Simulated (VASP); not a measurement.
## InSi2B3: relaxation of cell and atoms with PBE

InSi2B3:

```
CELL_PARAMETERS angstrom
3.63300 0.00000 0.00000
-1.81650 3.14627 0.00000
0.00000 0.00000 6.74304
ATOMIC_POSITIONS crystal
In 0.00000 0.00000 0.50000
Si 0.33333 0.66667 0.74639
Si 0.66667 0.33333 0.25361
B 0.00000 0.00000 0.16512
B 0.00000 0.00000 0.83488
B 0.00000 0.00000 0.00000
```

```
Program                : VASP 6.6.1
Task                   : relaxation of cell and atoms
Functional             : PBE
Potentials or basis    : VASP PAW PBE potentials, release 64 (In_d, Si, B)
Cutoff                 : 600 eV
k mesh                 : 6 × 6 × 4
Occupations            : gaussian, width 0.1 eV
Spin                   : no spin polarisation
Dipole correction      : no
Further INCAR settings : ALGO = Normal; EDIFF = 1e-06; IBRION = 2; EDIFFG = -0.04; NSW = 90; ISIF = 3
```

```yaml
Relaxed_volume: 15.41 Å³/atom
Relaxed_cell: a = 3.412 Å, b = 3.412 Å, c = 9.175 Å, α = 90.00°, β = 90.00°, γ = 120.00°
Space_group_after_relaxing_to_0.05_Å: P-3m1 (No. 164)
Energy_gained_by_relaxing: 2415.6 meV/atom
Ionic_steps: 38
Pressure_after_relaxing: 0.0 GPa
Largest_force_after_relaxing: 0.029 eV/Å
Band_gap_on_the_k_mesh: zero (band 15 reaches 7.82 eV, above the bottom of band 16 at 5.04 eV)
```

Forces on the atoms (eV/Å):
```
In   0.000  0.000  0.000
Si   0.000  0.000 -0.008
Si   0.000  0.000  0.008
B    0.000  0.000  0.029
B    0.000  0.000 -0.029
B    0.000  0.000  0.000
```

Stress tensor (GPa, compression positive):
```
 0.08  0.00  0.00
 0.00  0.08  0.00
 0.00  0.00 -0.05
```

The path:
| step | energy change (eV) | largest force (eV/Å) | pressure (GPa) | volume (Å³) |
| --- | --- | --- | --- | --- |
| 1 | 0.0000 | 36.1797 | 62.67 | 77.08 |
| 2 | 145.9789 | 292.8523 | 201.72 | 132.34 |
| 3 | 7.4746 | 38.7282 | 48.86 | 97.24 |
| 4 | 2.7639 | 29.9953 | 41.88 | 92.73 |
| 5 | -2.1691 | 21.4687 | 35.14 | 84.53 |
| 6 | -4.1702 | 19.4070 | 34.39 | 80.80 |
| 7 | -5.1082 | 18.0242 | 36.06 | 78.94 |
| 8 | -5.5162 | 17.1992 | 37.41 | 78.01 |
| 9 | -5.7005 | 16.7063 | 38.24 | 77.54 |
| 10 | -5.7857 | 16.4393 | 38.73 | 77.31 |
| 11 | -5.8265 | 16.3001 | 38.99 | 77.19 |
| 12 | -5.8463 | 16.2313 | 39.12 | 77.13 |
| 13 | -5.8561 | 16.1956 | 39.18 | 77.10 |
| 14 | -5.8610 | 16.1779 | 39.21 | 77.09 |
| 15 | -5.8634 | 16.1693 | 39.23 | 77.08 |
| 16 | -5.8646 | 16.1652 | 39.23 | 77.08 |
| 17 | -5.8652 | 16.1631 | 39.24 | 77.08 |
| 18 | -5.8655 | 16.1619 | 39.24 | 77.08 |
| 19 | -5.8657 | 16.1609 | 39.25 | 77.08 |
| 20 | -10.2775 | 1.3845 | -15.12 | 121.57 |
| 21 | -11.8345 | 3.2921 | -11.07 | 99.18 |
| 22 | -11.8415 | 3.3975 | -10.63 | 98.49 |
| 23 | -11.8423 | 3.5452 | -10.05 | 97.60 |
| 24 | -13.1529 | 2.9407 | -0.64 | 85.56 |
| 25 | -13.3705 | 2.0330 | 9.02 | 79.25 |
| 26 | -13.9153 | 0.8404 | 6.41 | 82.07 |
| 27 | -13.9916 | 1.0092 | 6.26 | 83.57 |
| 28 | -14.2199 | 0.7626 | -1.71 | 90.40 |
| 29 | -14.2206 | 0.6721 | -1.30 | 89.94 |
| 30 | -14.3014 | 0.6112 | -1.06 | 90.62 |
| 31 | -14.4381 | 0.4432 | -0.37 | 92.59 |
| 32 | -14.4458 | 0.3861 | -0.09 | 93.15 |
| 33 | -14.4829 | 0.2342 | -0.53 | 93.39 |
| 34 | -14.4876 | 0.1825 | -0.75 | 93.51 |
| 35 | -14.4868 | 0.2028 | 0.41 | 91.94 |
| 36 | -14.4931 | 0.0120 | -0.23 | 92.75 |
| 37 | -14.4931 | 0.0740 | 0.31 | 92.20 |
| 38 | -14.4934 | 0.0291 | 0.04 | 92.48 |

Final structure:
```yaml
crystal:
  lattice:
    - [3.41157, 0.00000, 0.00000]
    - [-1.70579, 2.95451, 0.00000]
    - [0.00000, 0.00000, 9.17545]
  atoms:
    - { symbol: In, position: [0.00000, 0.00000, 0.50000] }
    - { symbol: Si, position: [0.33333, 0.66667, 0.81207] }
    - { symbol: Si, position: [0.66667, 0.33333, 0.18793] }
    - { symbol: B, position: [0.00000, 0.00000, 0.17669] }
    - { symbol: B, position: [0.00000, 0.00000, 0.82331] }
    - { symbol: B, position: [0.00000, 0.00000, 0.00000] }
```

Levels at points of the mesh, in eV from the Fermi level:
```tsv
k point	band 11	band 12	band 13	band 14	band 15	band 16	band 17	band 18	band 19
(0.00, 0.00, 0.00)	-2.02	-2.02	-0.83	-0.83	1.32	2.93	4.00	4.00	4.27
(0.50, 0.00, 0.00)	-3.64	-3.47	-2.68	-2.46	-1.80	-0.30	0.78	1.93	2.74
(0.00, 0.00, 0.50)	-2.02	-2.02	-0.85	-0.85	0.31	3.01	3.65	4.03	4.03
(0.50, 0.00, 0.50)	-4.26	-3.63	-2.48	-2.11	-2.10	-0.88	1.49	2.71	2.90
```

Wall time 7.8 min on 1 thread of Intel(R) Xeon(R) 6975P-C (Granite Rapids) (shared host), peak memory 0.25 GiB.

Caveat: the volume moved by over 15 % at a fixed basis, so the end points are rough; spin-orbit coupling is left out, which moves the levels of the heavy elements.
